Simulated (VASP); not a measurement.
Runs of VASP 6.6.1 on C. The structure is that of space group P6_3/mmc (No. 194), or close to it. The cells are those of the table. 

```tsv
task	cell	smearing	gap on the mesh (eV)	pressure (GPa)	largest force (eV/Å)
single point	a = 2.504, b = 2.504, c = 4.231 Å, angles 90.0, 90.0, 120.0°, 4 atoms	gaussian 0.02 eV	3.63	-5.7	0.02
relaxation of the atoms	atoms relaxed from a = 2.503, b = 2.503, c = 4.231 Å, angles 90.0, 90.0, 120.0°, 4 atoms	gaussian 0.02 eV	3.62	-5.3	-
single point	a = 2.494, b = 2.494, c = 4.231 Å, angles 90.0, 90.0, 120.0°, 4 atoms	gaussian 0.02 eV	3.60	-1.9	0.02
single point	a = 2.503, b = 2.503, c = 4.231 Å, angles 90.0, 90.0, 120.0°, 4 atoms	gaussian 0.02 eV	3.63	-5.2	0.02
relaxation of the atoms	atoms relaxed from a = 2.494, b = 2.494, c = 4.231 Å, angles 90.0, 90.0, 120.0°, 4 atoms	gaussian 0.02 eV	(a)	-2.0	-
relaxation of the atoms	atoms relaxed from a = 2.504, b = 2.504, c = 4.231 Å, angles 90.0, 90.0, 120.0°, 4 atoms	gaussian 0.02 eV	3.62	-5.7	-
relaxation of the atoms	atoms relaxed from a = 2.569, b = 2.569, c = 4.231 Å, angles 90.0, 90.0, 120.0°, 4 atoms	gaussian 0.02 eV	3.79	-25.6	-
single point	a = 2.503, b = 2.503, c = 4.231 Å, angles 90.0, 90.0, 120.0°, 4 atoms	gaussian 0.01 eV	3.63	-5.2	0.02
single point	a = 2.569, b = 2.569, c = 4.231 Å, angles 90.0, 90.0, 120.0°, 4 atoms	gaussian 0.02 eV	3.79	-25.6	-
```

Alike in all rows: level r2SCAN; potentials or basis VASP PAW PBE potentials, release 64 (C); no spin polarisation; k mesh 9 × 9 × 6; cutoff (eV) 520.

**Question.** Fill in the values left out.

**Answer.** (a) 3.59.

Caveats: the PAW data sets were made with another functional, which shifts forces and pressure a little.

A k mesh can miss the band edges.
